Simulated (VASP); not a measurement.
# TePb (rock salt type) (R3m) in VASP: notebook

TePb (rock salt type) is run at these levels: PBE0; tasks: single point.

All numbers are computed with VASP 6.6.1; they aren't measurements. Logs are shortened: lines on timing, memory, paths and dates and some standing lists are left out, and cuts for length are marked.

## (1) The cell of the first run

Symmetry: R3m, No. 160, trigonal system. The conventional cell has a = 4.646 Å, b = 4.646 Å, c = 11.380 Å, α = 90.00°, β = 90.00°, γ = 120.00°. Pb (site symmetry 3m) has 6 Te at 3.25 to 3.32 Å within 4.3 Å. Te (site symmetry 3m) has 6 Pb at 3.25 to 3.32 Å within 4.3 Å.

## (2) Single point, PBE0

POSCAR

```
TePb
1.0
    0.0000000000      3.2850000000      3.2850000000
    3.2850000000      0.0000000000      3.2850000000
    3.2850000000      3.2850000000      0.0000000000
Pb Te
1 1
Direct
    0.0052726052      0.0052726052      0.0052726052
    0.5000000000      0.5000000000      0.5000000000
```

INCAR.step1

```
  PREC = Accurate
  ENCUT = 520
  EDIFF = 1E-5
  ISMEAR = -1
  SIGMA = 0.05
  LREAL = False
  LASPH = True
  NELM = 60
  ALGO = Normal
  ISIF = 2
  LWAVE = True
  LCHARG = False
  NBANDS = 17
  GGA = PE
```

INCAR.step2

```
  PREC = Accurate
  ENCUT = 520
  EDIFF = 1E-6
  ISMEAR = -1
  SIGMA = 0.05
  LREAL = False
  LASPH = True
  NELM = 60
  ALGO = Normal
  ISIF = 2
  LWAVE = False
  LCHARG = False
  GGA = PE
  LHFCALC = True
  AEXX = 0.25
  PRECFOCK = Normal
  NBANDS = 17
  ISTART = 1
```

KPOINTS

```
Automatic mesh
0
Gamma
  4 4 4
```

Potentials or basis: VASP PAW PBE potentials, release 64 (Pb_d, Te).

The run is started by

```sh
$ cat potpaw_PBE.64/Pb_d/POTCAR potpaw_PBE.64/Te/POTCAR > POTCAR
$ cp INCAR.step1 INCAR
$ mpirun -np 1 vasp_std > vasp.out
$ cp INCAR.step2 INCAR
$ mpirun -np 1 vasp_std > vasp.out
```

OUTCAR:

```text
PREC = Accurate
   ENCUT = 520
   EDIFF = 1E-6
   ISMEAR = -1
   LREAL = False
   LASPH = True
   NELM = 60
   ISIF = 2
   GGA = PE
   LHFCALC = True
   AEXX = 0.25
   PRECFOCK = Normal
   ISTART = 1

 ion  position               nearest neighbor table
   1  0.005  0.005  0.005-   2 3.25   2 3.25   2 3.25   2 3.32   2 3.32   2 3.32
   2  0.500  0.500  0.500-   1 3.25   1 3.25   1 3.25   1 3.32   1 3.32   1 3.32

  LATTYP: Found a face centered cubic cell.
 ALAT       =     6.5700000000

  Lattice vectors:

 A1 = (   0.0000000000,   3.2850000000,   3.2850000000)
 A2 = (   3.2850000000,   0.0000000000,   3.2850000000)
 A3 = (   3.2850000000,   3.2850000000,   0.0000000000)

Analysis of symmetry for initial positions (statically):
=====================================================================
 Subroutine PRICEL returns:
 Original cell was already a primitive cell.

 Routine SETGRP: Setting up the symmetry group for a
 face centered cubic supercell.

 Subroutine GETGRP returns: Found  6 space group operations
 (whereof  6 operations were pure point group operations)
 out of a pool of 48 trial point group operations.

The static configuration has the point symmetry C_3v.

Analysis of symmetry for dynamics (positions and initial velocities):
=====================================================================
 Subroutine PRICEL returns:
 Original cell was already a primitive cell.

 Routine SETGRP: Setting up the symmetry group for a
 face centered cubic supercell.

 Subroutine GETGRP returns: Found  6 space group operations
 (whereof  6 operations were pure point group operations)
 out of a pool of 48 trial point group operations.

The dynamic configuration has the point symmetry C_3v.

 Subroutine INISYM returns: Found  6 space group operations
 (whereof  6 operations are pure point group operations),
 and found     1 'primitive' translations

----------------------------------------------------------------------------------------

                                     Primitive cell

  volume of cell :      70.8983

  direct lattice vectors                    reciprocal lattice vectors
     0.000000000  3.285000000  3.285000000    -0.152207002  0.152207002  0.152207002
     3.285000000  0.000000000  3.285000000     0.152207002 -0.152207002  0.152207002
     3.285000000  3.285000000  0.000000000     0.152207002  0.152207002 -0.152207002

  length of vectors
     4.645691552  4.645691552  4.645691552     0.263630260  0.263630260  0.263630260

  position of ions in fractional coordinates (direct lattice)
     0.005272605  0.005272605  0.005272605
     0.500000000  0.500000000  0.500000000

  ion indices of the primitive-cell ions
   primitive index   ion index
                 1           1
                 2           2

----------------------------------------------------------------------------------------

 KPOINTS: Automatic mesh

Automatic generation of k-mesh.
 Grid dimensions read from file:
 generate k-points for:    4    4    4

 Generating k-lattice:

  Cartesian coordinates                     Fractional coordinates (reciprocal lattice)
    -0.038051750  0.038051750  0.038051750     0.250000000  0.000000000  0.000000000
     0.038051750 -0.038051750  0.038051750     0.000000000  0.250000000  0.000000000
     0.038051750  0.038051750 -0.038051750     0.000000000  0.000000000  0.250000000

  Length of vectors
     0.065907565  0.065907565  0.065907565

  Shift w.r.t. Gamma in fractional coordinates (k-lattice)
     0.000000000  0.000000000  0.000000000

 Subroutine IBZKPT returns following result:
 ===========================================

 Found     13 irreducible k-points:

 Following reciprocal coordinates:
            Coordinates               Weight
  0.000000  0.000000  0.000000      1.000000
  0.250000  0.000000  0.000000      6.000000
  0.250000  0.250000  0.250000      2.000000
  0.500000  0.000000  0.000000      3.000000
  0.500000  0.500000  0.500000      1.000000
  0.250000  0.250000  0.000000      6.000000
  0.500000  0.250000  0.000000     12.000000
  0.250000  0.250000 -0.250000      6.000000
  0.500000  0.250000  0.500000      6.000000
 -0.250000  0.250000  0.000000      6.000000
  0.250000  0.250000  0.500000      6.000000
  0.500000  0.500000  0.000000      3.000000
 -0.250000  0.500000  0.250000      6.000000
   k-points           NKPTS =     13   k-points in BZ     NKDIM =     64   number of bands    NBANDS=     17
   number of dos      NEDOS =    301   number of ions     NIONS =      2
   total plane-waves  NPLWV =  46656
   dimension x,y,z NGX =    36 NGY =   36 NGZ =   36
   dimension x,y,z NGXF=    72 NGYF=   72 NGZF=   72
   ions per type =               1   1
   NGX,Y,Z   is equivalent  to a cutoff of  12.88, 12.88, 12.88 a.u.
   NGXF,Y,Z  is equivalent  to a cutoff of  25.77, 25.77, 25.77 a.u.
 SYSTEM =  unknown system
   PREC   = accura    normal or accurate (medium, high low for compatibility)
   ISTART =      1    job   : 0-new  1-cont  2-samecut
   ICHARG =      0    charge: 1-file 2-atom 10-const
   ISPIN  =      1    spin polarized calculation?
   LNONCOLLINEAR =      F non collinear calculations
   LSORBIT =      F    spin-orbit coupling
   LASPH  =      T    aspherical Exc in radial PAW
   ENCUT  =  520.0 eV  38.22 Ry    6.18 a.u.   8.64  8.64  8.64*2*pi/ulx,y,z
   NELM   =     60;   NELMIN=  2; NELMDL=  0     # of ELM steps
   EDIFF  = 0.1E-05   stopping-criterion for ELM
   LREAL  =      F    real-space projection
   EDIFFG = 0.1E-04   stopping-criterion for IOM
   NSW    =      0    number of steps for IOM
   IBRION =     -1    ionic relax: 0-MD 1-quasi-New 2-CG
   NFREE  =      0    steps in history (QN), initial steepest desc. (CG)
   ISIF   =      2    stress and relaxation
   ISYM   =      3    0-nonsym 1-usesym 2-fastsym
   POTIM  = 0.5000    time-step for ionic-motion
   TEBEG  =    0.0;   TEEND  =   0.0 temperature during run
   PSTRESS=    0.0 pullay stress
   NELECT =      20.0000    total number of electrons
   NUPDOWN=      -1.0000    fix difference up-down
   EMIN   =  10.00;   EMAX   =-10.00  energy-range for DOS
   EFERMI =   0.00;   METHOD = LEGACY
   ISMEAR =    -1;   SIGMA  =   0.05  broadening in eV -4-tet -1-fermi 0-gaus
   EFERMI_NEDOS =   21; number of points for ismear=-14 and -15
   IALGO  =     38    algorithm
   IMIX   =      1    mixing-type and parameters
     AMIX     =   0.40;   BMIX     =  1.00
     AMIX_MAG =   1.60;   BMIX_MAG =  1.00
  volume/ion in A,a.u.               =      35.45       239.22
  Fermi-wavevector in a.u.,A,eV,Ry     =   1.073675  2.028951 15.684493  1.152778
  Thomas-Fermi vector in A             =   2.209481
   LORBIT       =      0    0 simple, 1 ext, 2 COOP (PROOUT), +10 PAW based schemes
   GGA     = PE    functional components
   LHFCALC =     T    Hartree Fock is set to
   PRECFOCK=normal    Normal, Fast or Accurate (Low or Medium for compatibility)
   ENCUT4O =  -1.0   cutoff for four orbital integrals eV
   NKREDX  =     1    reduce k-point grid by
   NKREDY  =     1    reduce k-point grid by
   NKREDZ  =     1    reduce k-point grid by
   AEXX    =    0.2500 exact exchange contribution
   HFSCREEN=    0.0000 screening length (either q_TF or 0.3 A-1)
   HFSCREENC=   0.0000 screening length for correlation (either q_TF or 0.3 A-1)
   ENCUTFOCK=  -1.0 apply spherical cutoff to Coloumb kernel
   IVDW    =     0    specifies the selected vdW correction
   LEPSILON=     F    determine dielectric tensor
   LRPA    =     F    only Hartree local field effects (RPA)
 non-spin polarized calculation
  energy-cutoff  :      520.00
  volume of cell :       70.90
 maximum number of plane-waves:      1924
 NGX is ok and might be reduce to    36
  NGX = 28; NGY = 28; NGZ = 28

 number of electron      20.0000001 magnetization

 Free energy of the ion-electron system (eV)
  ---------------------------------------------------
  ext. energy  EPLUGINS =         0.00000000
  ---------------------------------------------------
  free energy    TOTEN  =        -9.99568364 eV

  energy without entropy =       -9.99568364  energy(sigma->0) =       -9.99568364

 E-fermi :   5.2908     XC(G=0):  -7.2031

 val. band max:        4.3631429461   @ k =   0.5000   0.0000   0.0000
 cond. band min:       6.2176973565   @ k =   0.5000   0.0000   0.0000
 fundamental gap:      1.8545544104
 Fermi energy:         5.2908019272

 k-point     1 :       0.0000    0.0000    0.0000
  band No.  band energies     occupation
      1     -14.1851      2.00000
      2     -14.1851      2.00000
      3     -14.1710      2.00000
      4     -14.1706      2.00000
      5     -14.1706      2.00000
      6      -8.5526      2.00000
[... 9 lines left out ...]
     16      11.5801      0.00000
     17      13.0498      0.00000

 k-point     2 :       0.2500    0.0000    0.0000
  band No.  band energies     occupation
      1     -14.1918      2.00000
      2     -14.1918      2.00000
      3     -14.1697      2.00000
      4     -14.1646      2.00000
      5     -14.1642      2.00000
      6      -8.0149      2.00000
[... 9 lines left out ...]
     16      12.6981      0.00000
     17      15.9531      0.00000

 k-point     3 :       0.2500    0.2500    0.2500
  band No.  band energies     occupation
      1     -14.1917      2.00000
      2     -14.1917      2.00000
      3     -14.1701      2.00000
      4     -14.1643      2.00000
      5     -14.1643      2.00000
      6      -8.0167      2.00000
[... 9 lines left out ...]
     16      12.6999      0.00000
     17      15.9519      0.00000

 k-point     4 :       0.5000    0.0000    0.0000
  band No.  band energies     occupation
      1     -14.1994      2.00000
      2     -14.1992      2.00000
      3     -14.1690      2.00000
      4     -14.1574      2.00000
      5     -14.1570      2.00000
      6      -7.0896      2.00000
[... 9 lines left out ...]
     16      15.1633      0.00000
     17      15.1691      0.00000
[... 123 lines left out ...]
      1     -14.2016      2.00000
      2     -14.1962      2.00000
      3     -14.1657      2.00000
      4     -14.1612      2.00000
      5     -14.1598      2.00000
      6      -7.2725      2.00000
[... 9 lines left out ...]
     16      14.3804      0.00000
     17      15.1811      0.00000

 k-point    12 :       0.5000    0.5000    0.0000
  band No.  band energies     occupation
      1     -14.2368      2.00000
      2     -14.1789      2.00000
      3     -14.1762      2.00000
      4     -14.1501      2.00000
      5     -14.1498      2.00000
      6      -6.8480      2.00000
[... 9 lines left out ...]
     16      16.4586      0.00000
     17      16.8752      0.00000

 k-point    13 :      -0.2500    0.5000    0.2500
  band No.  band energies     occupation
      1     -14.2217      2.00000
      2     -14.1881      2.00000
      3     -14.1649      2.00000
      4     -14.1647      2.00000
      5     -14.1499      2.00000
      6      -6.6946      2.00000
[... 9 lines left out ...]
     16      16.8085      0.00000
     17      16.8264      0.00000

------------------------ aborting loop because EDIFF is reached ----------------------------------------

  FORCE on cell =-STRESS in cart. coord.  units (eV):
  Direction    XX          YY          ZZ          XY          YZ          ZX
  --------------------------------------------------------------------------------------
  -------------------------------------------------------------------------------------
  Total       -0.5321529     -0.5321529     -0.5321529      0.0065205      0.0065205      0.0065205
  in kB      -12.0257146    -12.0257146    -12.0257146      0.1473509      0.1473509      0.1473509
  external PRESSURE =     -12.0257146 kB  Pullay stress =       0.0000000 kB

 VOLUME and BASIS-vectors are now :
 -----------------------------------------------------------------------------
  energy-cutoff  :      520.00
  volume of cell :       70.90
      direct lattice vectors                 reciprocal lattice vectors
     0.000000000  3.285000000  3.285000000    -0.152207002  0.152207002  0.152207002
     3.285000000  0.000000000  3.285000000     0.152207002 -0.152207002  0.152207002
     3.285000000  3.285000000  0.000000000     0.152207002  0.152207002 -0.152207002

 POSITION                                       TOTAL-FORCE (eV/Angst)
 -----------------------------------------------------------------------------------
      0.03464      0.03464      0.03464         0.025714      0.025714      0.025714
      3.28500      3.28500      3.28500        -0.025714     -0.025714     -0.025714
 -----------------------------------------------------------------------------------
    total drift:                                0.000226      0.000227      0.000216

  FREE ENERGIE OF THE ION-ELECTRON SYSTEM (eV)
  ---------------------------------------------------
  free  energy   TOTEN  =        -9.9956836402 eV

  energy  without entropy=       -9.9956836381  energy(sigma->0) =       -9.99568364
```

Run time: 22 min. Hardware: 1 thread of Oxide Virtual Turin-like, shared host; peak memory 0.2 GiB.

Results:

| Quantity | Value |
| --- | --- |
| Free energy | -9.9957 eV |
| Pressure | -1.2 GPa |
| Largest force | 0.045 eV/Å |
| Band gap on the k mesh | 1.85 eV, direct |

Forces on the atoms (eV/Å):
```
Pb   0.026  0.026  0.026
Te  -0.026 -0.026 -0.026
```

Caveat: the PAW data sets were made with another functional, which shifts forces and pressure a little; spin-orbit coupling is left out, which moves the levels of the heavy elements. A k mesh can miss the band edges.

## (3) Single point, PBE0

POSCAR is that of step 2.

INCAR.step1

```
SYSTEM = TePb
PREC     = Accurate       ! precision mode
ENCUT    = 520            ! plane-wave cutoff, eV
EDIFF    = 1E-5           ! SCF threshold, eV
ISMEAR   = -1             ! smearing method
SIGMA    = 0.05           ! smearing width, eV
LREAL    = .FALSE.        ! projectors in reciprocal space
LASPH    = .TRUE.         ! aspherical terms in the spheres
NELM     = 60             ! most SCF steps
ALGO     = Normal         ! electronic algorithm
ISIF     = 2              ! what is computed and relaxed
LWAVE    = .TRUE.         ! write WAVECAR
LCHARG   = .FALSE.        ! write CHGCAR
GGA      = PE             ! functional
NBANDS   = 17             ! bands
```

INCAR.step2

```
SYSTEM = TePb
PREC     = Accurate       ! precision mode
ENCUT    = 520            ! plane-wave cutoff, eV
EDIFF    = 1E-6           ! SCF threshold, eV
ISMEAR   = -1             ! smearing method
SIGMA    = 0.05           ! smearing width, eV
LREAL    = .FALSE.        ! projectors in reciprocal space
LASPH    = .TRUE.         ! aspherical terms in the spheres
NELM     = 60             ! most SCF steps
ALGO     = Normal         ! electronic algorithm
ISIF     = 2              ! what is computed and relaxed
LWAVE    = .FALSE.        ! write WAVECAR
LCHARG   = .FALSE.        ! write CHGCAR
GGA      = PE             ! functional
LHFCALC  = .TRUE.         ! exact exchange
AEXX     = 0.25           ! exact-exchange fraction
PRECFOCK = Normal       
ISTART   = 1            
NBANDS   = 17             ! bands
```

KPOINTS

```
Automatic mesh
0
G
  4 4 4
  0 0 0
```

Potentials or basis: VASP PAW PBE potentials, release 64 (Pb_d, Te).

The run is started by

```sh
$ cat potpaw_PBE.64/Pb_d/POTCAR potpaw_PBE.64/Te/POTCAR > POTCAR
$ cp INCAR.step1 INCAR
$ mpirun -np 1 vasp_std > vasp.out
$ cp INCAR.step2 INCAR
$ mpirun -np 1 vasp_std > vasp.out
```

Wall time 22 min (1 thread of Oxide Virtual Turin-like, shared host); peak memory 0.2 GiB.

Results (log left out):

* Free energy: -9.9957 eV
* Pressure: -1.2 GPa
* Largest force: 0.045 eV/Å
* Band gap on the k mesh: 1.85 eV, direct

Forces in eV/Å, atoms in the order of the input:
```
Pb   0.026  0.026  0.026
Te  -0.026 -0.026 -0.026
```

Levels at points of the mesh, in eV from the valence-band top:
| k point | band 8 | band 9 | band 10 | band 11 | band 12 | band 13 |
| --- | --- | --- | --- | --- | --- | --- |
| (0.00, 0.00, 0.00) | -1.40 | -1.40 | -1.39 | 5.40 | 5.42 | 5.42 |
| (0.50, 0.00, 0.00) | -0.95 | -0.95 | 0.00 | 1.85 | 2.46 | 2.47 |
| (0.50, 0.50, 0.50) | -0.95 | -0.95 | -0.01 | 1.86 | 2.46 | 2.46 |
| (0.50, 0.50, 0.00) | -4.73 | -2.92 | -2.92 | 4.59 | 6.83 | 6.85 |

Caveat: the PAW data sets were made with another functional, which shifts forces and pressure a little; spin-orbit coupling is left out, which moves the levels of the heavy elements. A k mesh can miss the band edges.
